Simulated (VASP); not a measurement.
# GaN (P6_3mc) in VASP: further runs

GaN is run at these levels: SVWN5, PBE, r2SCAN-based global hybrid with 35 % exact exchange, BLYP+D3(BJ); tasks: relaxation of cell and atoms, single point.

All numbers are computed with VASP 6.6.1; they aren't measurements. Logs are shortened: lines on timing, memory, paths and dates and some standing lists are left out, and cuts for length are marked.

### 1 The cell of the first run

Symmetry: P6_3mc, No. 186, hexagonal system. The conventional cell has a = 3.180 Å, b = 3.180 Å, c = 5.166 Å, α = 90.00°, β = 90.00°, γ = 120.00°. Within 2.6 Å of Ga (site symmetry 3m) lie 4 N at 1.94 to 1.95 Å. Within 2.6 Å of N (site symmetry 3m) lie 4 Ga at 1.94 to 1.95 Å.

### 2 Relaxation of cell and atoms, SVWN5

Contents of INCAR:

```
SYSTEM = GaN
PREC = Accurate ; ENCUT = 600
EDIFF = 1E-7 ; ISMEAR = -1
SIGMA = 0.05 ; LREAL = .False.
LASPH = .True. ; NELM = 100
ALGO = Normal ; ISIF = 3
LWAVE = .False. ; LCHARG = .False.
GGA = VW ; IBRION = 2
NSW = 60 ; EDIFFG = -0.01
```

Contents of KPOINTS:

```
regular mesh
0
Gamma
  10 10 5
  0 0 0
```

Contents of POSCAR:

```
GaN
1.0
    3.1800000000      0.0000000000      0.0000000000
   -1.5900000000      2.7539607840      0.0000000000
    0.0000000000      0.0000000000      5.1660000000
Ga N
2 2
Direct
    0.6666666667      0.3333333333      0.5000000000
    0.3333333333      0.6666666667      0.0000000000
    0.6666666667      0.3333333333      0.8750000000
    0.3333333333      0.6666666667      0.3750000000
```

Potentials or basis: VASP PAW PBE potentials, release 64 (Ga_d, N).

Started as:

```sh
> cat potpaw_PBE.64/Ga_d/POTCAR potpaw_PBE.64/N/POTCAR > POTCAR
> mpirun -np 1 vasp_std > vasp.out
```

OUTCAR:

```text
SYSTEM = GaN
   PREC = Accurate
   ENCUT = 600
   EDIFF = 1E-7
   ISMEAR = -1
   LREAL = .False.
   LASPH = .True.
   NELM = 100
   ISIF = 3
   GGA = VW
   IBRION = 2
   NSW = 60
   EDIFFG = -0.01

 ion  position               nearest neighbor table
   1  0.667  0.333  0.500-   3 1.94   4 1.95   4 1.95   4 1.95
   2  0.333  0.667  0.000-   4 1.94   3 1.95   3 1.95   3 1.95
   3  0.667  0.333  0.875-   1 1.94   2 1.95   2 1.95   2 1.95
   4  0.333  0.667  0.375-   2 1.94   1 1.95   1 1.95   1 1.95

  LATTYP: Found a hexagonal cell.
 ALAT       =     3.1800000000
 C/A-ratio  =     1.6245283019

  Lattice vectors:

 A1 = (   3.1800000000,   0.0000000000,   0.0000000000)
 A2 = (  -1.5900000000,   2.7539607840,   0.0000000000)
 A3 = (   0.0000000000,   0.0000000000,   5.1660000000)

Analysis of symmetry for initial positions (statically):
=====================================================================
 Subroutine PRICEL returns:
 Original cell was already a primitive cell.

 Routine SETGRP: Setting up the symmetry group for a
 hexagonal supercell.

 Subroutine GETGRP returns: Found 12 space group operations
 (whereof  6 operations were pure point group operations)
 out of a pool of 24 trial point group operations.

The static configuration has the point symmetry C_3v.
 The point group associated with its full space group is C_6v.

Analysis of symmetry for dynamics (positions and initial velocities):
=====================================================================
 Subroutine PRICEL returns:
 Original cell was already a primitive cell.

 Routine SETGRP: Setting up the symmetry group for a
 hexagonal supercell.

 Subroutine GETGRP returns: Found 12 space group operations
 (whereof  6 operations were pure point group operations)
 out of a pool of 24 trial point group operations.

The dynamic configuration has the point symmetry C_3v.
 The point group associated with its full space group is C_6v.

 Subroutine INISYM returns: Found 12 space group operations
 (whereof  6 operations are pure point group operations),
 and found     1 'primitive' translations

----------------------------------------------------------------------------------------

                                     Primitive cell

  volume of cell :      45.2417
[... 98 lines left out ...]
   NFREE  =      1    steps in history (QN), initial steepest desc. (CG)
   ISIF   =      3    stress and relaxation
   ISYM   =      2    0-nonsym 1-usesym 2-fastsym
   POTIM  = 0.5000    time-step for ionic-motion
   TEBEG  =    0.0;   TEEND  =   0.0 temperature during run
   PSTRESS=    0.0 pullay stress
   NELECT =      36.0000    total number of electrons
   NUPDOWN=      -1.0000    fix difference up-down
   EMIN   =  10.00;   EMAX   =-10.00  energy-range for DOS
   EFERMI =   0.00;   METHOD = LEGACY
   ISMEAR =    -1;   SIGMA  =   0.05  broadening in eV -4-tet -1-fermi 0-gaus
   EFERMI_NEDOS =   21; number of points for ismear=-14 and -15
   IALGO  =     38    algorithm
   IMIX   =      4    mixing-type and parameters
     AMIX     =   0.40;   BMIX     =  1.00
     AMIX_MAG =   1.60;   BMIX_MAG =  1.00
  volume/ion in A,a.u.               =      11.31        76.33
  Fermi-wavevector in a.u.,A,eV,Ry     =   1.517036  2.866782 31.312427  2.301398
  Thomas-Fermi vector in A             =   2.626345
   LORBIT       =      0    0 simple, 1 ext, 2 COOP (PROOUT), +10 PAW based schemes
   GGA     = VW    functional components
   LHFCALC =     F    Hartree Fock is set to
   AEXX    =    0.0000 exact exchange contribution
   IVDW    =     0    specifies the selected vdW correction
   LEPSILON=     F    determine dielectric tensor
   LRPA    =     F    only Hartree local field effects (RPA)
 conjugate gradient relaxation of ions
 non-spin polarized calculation
  energy-cutoff  :      600.00
  volume of cell :       45.24
 maximum number of plane-waves:      1524
 NGX is ok and might be reduce to    28
   NGX = 13   NGY = 13   NGZ = 21

--------------------------------------- Ionic step        1  -------------------------------------------

 number of electron      35.9999995 magnetization

 Free energy of the ion-electron system (eV)
  ---------------------------------------------------
  ext. energy  EPLUGINS =         0.00000000
  ---------------------------------------------------
  free energy    TOTEN  =       -27.83600234 eV

  energy without entropy =      -27.83600234  energy(sigma->0) =      -27.83600234

------------------------ aborting loop because EDIFF is reached ----------------------------------------

  FORCE on cell =-STRESS in cart. coord.  units (eV):
  Direction    XX          YY          ZZ          XY          YZ          ZX
  --------------------------------------------------------------------------------------
  -------------------------------------------------------------------------------------
  Total       -1.5092378     -1.5092378     -0.8989767      0.0000000      0.0000000     -0.0000000
  in kB      -53.4476940    -53.4476940    -31.8360906      0.0000000      0.0000000     -0.0000000
  external PRESSURE =     -46.2438262 kB  Pullay stress =       0.0000000 kB
[... 101 lines left out ...]
--------------------------------------- Ionic step        4  -------------------------------------------

 number of electron      35.9999989 magnetization

 Free energy of the ion-electron system (eV)
  ---------------------------------------------------
  ext. energy  EPLUGINS =         0.00000000
  ---------------------------------------------------
  free energy    TOTEN  =       -27.85347551 eV

  energy without entropy =      -27.85347551  energy(sigma->0) =      -27.85347551

 E-fermi :   6.3331     XC(G=0): -12.3040

 val. band max:        5.3450488930   @ k =   0.0000   0.0000   0.0000
 cond. band min:       7.4781474423   @ k =   0.0000   0.0000   0.0000
 fundamental gap:      2.1330985493
 Fermi energy:         6.3330588160

 k-point     1 :       0.0000    0.0000    0.0000
  band No.  band energies     occupation
      1     -10.8258      2.00000
      2      -9.7994      2.00000
      3      -8.1614      2.00000
      4      -8.1432      2.00000
      5      -8.1432      2.00000
      6      -8.0750      2.00000
[... 589 lines left out ...]
     21      12.5966      0.00000
     22      13.4746      0.00000

 [... further k-points ...]

------------------------ aborting loop because EDIFF is reached ----------------------------------------

  FORCE on cell =-STRESS in cart. coord.  units (eV):
  Direction    XX          YY          ZZ          XY          YZ          ZX
  --------------------------------------------------------------------------------------
  -------------------------------------------------------------------------------------
  Total        0.0272468      0.0272468      0.0338281      0.0000000      0.0000000      0.0000000
  in kB        0.9888152      0.9888152      1.2276589      0.0000000      0.0000000      0.0000000
  external PRESSURE =       1.0684298 kB  Pullay stress =       0.0000000 kB
[... 19 lines left out ...]
  FREE ENERGIE OF THE ION-ELECTRON SYSTEM (eV)
  ---------------------------------------------------
  free  energy   TOTEN  =       -27.8534755097 eV

  energy  without entropy=      -27.8534755096  energy(sigma->0) =      -27.85347551

 reached required accuracy - stopping structural energy minimisation
```

OSZICAR:

```text
N       E                     dE             d eps       ncg     rms          rms(c)
DAV:   1     0.288183674753E+03    0.28818E+03   -0.19989E+04  1966   0.333E+03
[... 40 lines left out ...]
DAV:   1    -0.278535395059E+02   -0.60131E-04   -0.10484E-03  2320   0.748E-01    0.498E-02
DAV:   2    -0.278534914127E+02    0.48093E-04   -0.14870E-04  2634   0.305E-01    0.237E-02
DAV:   3    -0.278534766903E+02    0.14722E-04   -0.30440E-05  2936   0.128E-01    0.505E-03
DAV:   4    -0.278534763205E+02    0.36975E-06   -0.61590E-06  1860   0.219E-02    0.394E-03
DAV:   5    -0.278534757506E+02    0.56994E-06   -0.46921E-07  2234   0.652E-03    0.204E-03
DAV:   6    -0.278534755091E+02    0.24144E-06   -0.19927E-07  1146   0.642E-03    0.322E-04
DAV:   7    -0.278534755097E+02   -0.54843E-09   -0.49835E-08  1014   0.228E-03
   4 F= -.27853476E+02 E0= -.27853476E+02  d E =-.174732E-01
```

CONTCAR:

```text
GaN
   1.00000000000000
     3.1501437571994289    0.0000000000000000   -0.0000000000000000
    -1.5750718785997144    2.7281045192741216    0.0000000000000000
     0.0000000000000000    0.0000000000000000    5.1371096238842942
  Ga              N
     2     2
Direct
     0.6666666667000030    0.3333333332999970    0.4993995218810248
     0.3333333332999970    0.6666666667000030    0.9993995218810248
     0.6666666667000030    0.3333333332999970    0.8756004781189752
     0.3333333332999970    0.6666666667000030    0.3756004781189752

  0.00000000E+00  0.00000000E+00  0.00000000E+00
  0.00000000E+00  0.00000000E+00  0.00000000E+00
  0.00000000E+00  0.00000000E+00  0.00000000E+00
  0.00000000E+00  0.00000000E+00  0.00000000E+00
```

Wall time 5.1 min (1 thread of Intel Xeon 8259CL, shared host); peak memory 0.19 GiB.

Results:

```
Free energy                           : -27.8535 eV
Relaxed volume                        : 11.04 Å³/atom
Relaxed cell                          : a = 3.150 Å, b = 3.150 Å, c = 5.137 Å, α = 90.00°, β = 90.00°, γ = 120.00°
Space group after relaxing (to 0.1 Å) : P6_3mc (No. 186)
Energy gained by relaxing             : 4.4 meV/atom
Ionic steps                           : 4
Pressure after relaxing               : 0.1 GPa
Largest force after relaxing          : 0.009 eV/Å
Band gap on the k mesh                : 2.13 eV
```

Forces in eV/Å, atoms in the order of the input:
```
Ga   0.000  0.000 -0.009
Ga   0.000  0.000 -0.009
N    0.000  0.000  0.009
N    0.000  0.000  0.009
```

The path:
```tsv
step	energy change (eV)	largest force (eV/Å)	pressure (GPa)	volume (Å³)
1	0.0000	0.1260	-4.62	45.24
2	0.0000	0.1187	5.10	43.14
3	-0.0175	0.0113	-0.01	44.17
4	-0.0175	0.0088	0.11	44.15
```

Final structure:
```yaml
crystal:
  lattice:
    - [3.15014, 0.00000, 0.00000]
    - [-1.57507, 2.72810, 0.00000]
    - [0.00000, 0.00000, 5.13711]
  atoms:
    - { symbol: Ga, position: [0.66667, 0.33333, 0.49940] }
    - { symbol: Ga, position: [0.33333, 0.66667, 0.99940] }
    - { symbol: N, position: [0.66667, 0.33333, 0.87560] }
    - { symbol: N, position: [0.33333, 0.66667, 0.37560] }
```

Levels at points of the mesh, in eV from the valence-band top:
| k point | band 15 | band 16 | band 17 | band 18 | band 19 | band 20 | band 21 | band 22 |
| --- | --- | --- | --- | --- | --- | --- | --- | --- |
| (0.00, 0.00, 0.00) | -1.09 | -0.06 | 0.00 | 0.00 | 2.13 | 4.38 | 9.21 | 9.92 |
| (0.50, 0.00, 0.00) | -4.42 | -2.89 | -2.35 | -1.05 | 5.01 | 5.66 | 5.99 | 8.71 |

Caveat: the PAW data sets were made with another functional, which shifts forces and pressure a little.

### 3 Single point, PBE, non-collinear spin, zero start, spin-orbit coupling

Contents of INCAR:

```
SYSTEM = GaN
ALGO = Normal
EDIFF = 1E-6
ENCUT = 520
GGA = PE
GGA_COMPAT = .False.
ISIF = 2
ISMEAR = -1
LASPH = .True.
LCHARG = .False.
LORBIT = 11
LORBMOM = .True.
LREAL = .False.
LSORBIT = .True.
LWAVE = .False.
MAGMOM = 0 0 0 0 0 0 0 0 0 0 0 0
NBANDS = 50
NELM = 150
PREC = Accurate
SIGMA = 0.05
```

Contents of KPOINTS:

```
k-points
0
Gamma
  10 10 5
  0 0 0
```

POSCAR is that of step 2.

Potentials or basis: VASP PAW PBE potentials, release 64 (Ga_d, N).

Started as:

```sh
> cat potpaw_PBE.64/Ga_d/POTCAR potpaw_PBE.64/N/POTCAR > POTCAR
> mpirun -np 1 vasp_ncl > vasp.out
```

Wall time 9 min (1 thread of Intel Xeon 8259CL, shared host); peak memory 0.39 GiB.

The run converged. Its results:

* Free energy: -24.2958 eV
* Pressure: 7.3 GPa
* Largest force: 0.135 eV/Å
* Net moment: 0.00 μB per cell
* Valence electrons inside the program's atomic spheres: Ga 11.88; N 3.75

Forces in eV/Å, atoms in the order of the input:
```
Ga   0.000  0.000 -0.135
Ga   0.000  0.000 -0.135
N    0.000  0.000  0.135
N    0.000  0.000  0.135
```

Stress tensor (GPa, compression positive):
```
6.59 0.00 0.00
0.00 6.59 0.00
0.00 0.00 8.76
```

Moments on the atoms (μB; x, y, z):
```
Ga  0.00 0.00 0.00
Ga  0.00 0.00 0.00
N   0.00 0.00 0.00
N   0.00 0.00 0.00
```

Caveat: the cell stands under pressure.

### 4 Single point, r2SCAN-based global hybrid with 35 % exact exchange

POSCAR is that of step 3.

Contents of INCAR.step1:

```
PREC = Accurate
ENCUT = 520
EDIFF = 1E-5
ISMEAR = -1
SIGMA = 0.05
LREAL = False
LASPH = True
NELM = 100
ALGO = Normal
ISIF = 2
LWAVE = True
LCHARG = False
NBANDS = 26
GGA = PE
```

Contents of INCAR.step2:

```
PREC = Accurate
ENCUT = 520
EDIFF = 1E-6
ISMEAR = -1
SIGMA = 0.05
LREAL = False
LASPH = True
NELM = 100
ALGO = Normal
ISIF = 2
LWAVE = False
LCHARG = False
METAGGA = R2SCAN
LHFCALC = True
AEXX = 0.35
LMIXTAU = True
PRECFOCK = Normal
NBANDS = 26
ISTART = 1
```

Contents of KPOINTS:

```
regular mesh
0
Gamma
  6 6 3
```

Started as:

```sh
> cat potpaw_PBE.64/Ga_d/POTCAR potpaw_PBE.64/N/POTCAR > POTCAR
> cp INCAR.step1 INCAR
> mpirun -np 1 vasp_std > vasp.out
> cp INCAR.step2 INCAR
> mpirun -np 1 vasp_std > vasp.out
```

Wall time 75 min (1 thread of Intel Xeon Platinum 8259CL at 2.50GHz (Skylake/Cascade Lake), shared host); peak memory 0.19 GiB.

It converged, with:

| Item | Value |
| --- | --- |
| Free energy | -47.2948 eV |
| Pressure | -3.2 GPa |
| Largest force | 0.161 eV/Å |
| Band gap on the k mesh | 5.03 eV |

Forces in eV/Å, atoms in the order of the input:
```
Ga   0.000  0.000 -0.161
Ga   0.000  0.000 -0.161
N    0.000  0.000  0.161
N    0.000  0.000  0.161
```

Stress tensor (GPa, compression positive):
```
-3.73  0.00  0.00
 0.00 -3.73  0.00
 0.00  0.00 -2.27
```

Levels at points of the mesh, in eV from the valence-band top:
| k point | band 16 | band 17 | band 18 | band 19 | band 20 | band 21 |
| --- | --- | --- | --- | --- | --- | --- |
| (0.00, 0.00, 0.00) | -0.06 | 0.00 | 0.00 | 5.03 | 7.67 | 13.19 |
| (0.50, 0.00, 0.00) | -3.13 | -2.50 | -1.12 | 8.21 | 8.90 | 9.38 |

Caveat: the cell stands under tension; the PAW data sets were made with another functional, which shifts forces and pressure a little.

### 5 Single point, BLYP+D3(BJ)

This run uses another cell than the first one, of 11.59 Å³/atom.

Contents of INCAR:

```
PREC = Accurate ; ENCUT = 1330
EDIFF = 1E-6 ; ISMEAR = -1
SIGMA = 0.05 ; LREAL = F
LASPH = T ; NELM = 120
ALGO = Normal ; ISIF = 2
LWAVE = F ; LCHARG = T
GGA = B5 ; ALDAX = 1.0
AGGAX = 1.0 ; AGGAC = 1.0
ALDAC = 0.0 ; IVDW = 12
LELF = T ; LVHAR = T
VDW_S6 = 1.0 ; VDW_S8 = 2.6996
VDW_A1 = 0.4298 ; VDW_A2 = 4.2359
NBANDS = 26 ; GGA_COMPAT = F
```

Contents of KPOINTS:

```
Automatic mesh
0
Gamma
  10 10 5
```

Contents of POSCAR:

```
GaN
1.0
    3.2012367528      0.0000000000      0.0000000000
   -1.6006183764      2.7723523515      0.0000000000
    0.0000000000      0.0000000000      5.2256180820
Ga N
2 2
Direct
    0.6666666667      0.3333333333      0.4994171661
    0.3333333333      0.6666666667     -0.0005828339
    0.6666666667      0.3333333333      0.8755828339
    0.3333333333      0.6666666667      0.3755828339
```

Potentials or basis: VASP PAW PBE potentials, release 64 (Ga_d, N_h).

Started as:

```sh
> cat potpaw_PBE.64/Ga_d/POTCAR potpaw_PBE.64/N_h/POTCAR > POTCAR
> mpirun -np 1 vasp_std > vasp.out
```

Wall time 3 min (1 thread of Intel Xeon Platinum 8488C (Sapphire Rapids), shared host); peak memory 0.42 GiB.

Results (log left out):

```
Free energy                : -24.2093 eV
Pressure                   : 1.8 GPa
Largest force              : 0.003 eV/Å
Band gap on the k mesh     : 1.88 eV
Dispersion energy per atom : -0.551 eV
```

Forces in eV/Å, atoms in the order of the input:
```
Ga   0.000  0.000  0.003
Ga   0.000  0.000  0.003
N    0.000  0.000 -0.003
N    0.000  0.000 -0.003
```

Levels at points of the mesh, in eV from the valence-band top:
| k point | band 15 | band 16 | band 17 | band 18 | band 19 | band 20 | band 21 | band 22 |
| --- | --- | --- | --- | --- | --- | --- | --- | --- |
| (0.00, 0.00, 0.00) | -1.00 | -0.05 | 0.00 | 0.00 | 1.88 | 4.21 | 9.19 | 9.84 |
| (0.50, 0.00, 0.00) | -4.08 | -2.65 | -2.11 | -0.97 | 5.18 | 5.50 | 6.13 | 8.41 |

Caveat: the PAW data sets were made with another functional, which shifts forces and pressure a little. Expect the measured gap to be larger: semilocal functionals such as BLYP lack the derivative discontinuity.

### 6 Summary

| task | level | potentials or basis | spin | cell | k mesh | cutoff (eV) | grid for exact exchange (PRECFOCK) | share of exact exchange | gap on the mesh (eV) | pressure (GPa) | largest force (eV/Å) |
| --- | --- | --- | --- | --- | --- | --- | --- | --- | --- | --- | --- |
| relaxation of cell and atoms | SVWN5 | VASP PAW PBE potentials, release 64 (Ga_d, N) | off | relaxed from a = 3.180, b = 3.180, c = 5.166 Å, angles 90.0, 90.0, 120.0°, 4 atoms, atomic positions A | 10 × 10 × 5 | 600 | - | - | 2.13 | 0.1 | 0.01 |
| single point | PBE | VASP PAW PBE potentials, release 64 (Ga_d, N) | non-collinear, zero start, SOC | a = 3.180, b = 3.180, c = 5.166 Å, angles 90.0, 90.0, 120.0°, 4 atoms, atomic positions A | 10 × 10 × 5 | 520 | - | - | - | 7.3 | 0.13 |
| single point | r2SCAN-based global hybrid with 35 % exact exchange | VASP PAW PBE potentials, release 64 (Ga_d, N) | off | a = 3.180, b = 3.180, c = 5.166 Å, angles 90.0, 90.0, 120.0°, 4 atoms, atomic positions A | 6 × 6 × 3 | 520 | Normal | 0.35 | 5.03 | -3.2 | 0.16 |
| single point | BLYP+D3(BJ) | VASP PAW PBE potentials, release 64 (Ga_d, N_h) | off | a = 3.201, b = 3.201, c = 5.226 Å, angles 90.0, 90.0, 120.0°, 4 atoms, atomic positions B | 10 × 10 × 5 | 1330 | - | - | 1.88 | 1.8 | - |

Alike in all rows: smearing fermi-dirac 0.05 eV.

Caveats: the PAW data sets were made with another functional, which shifts forces and pressure a little (at least some runs); the cell stands under pressure (at least some runs); the cell stands under tension (at least some runs).

Total energies depend on the potentials used, so only differences within one code and one set of settings carry meaning.
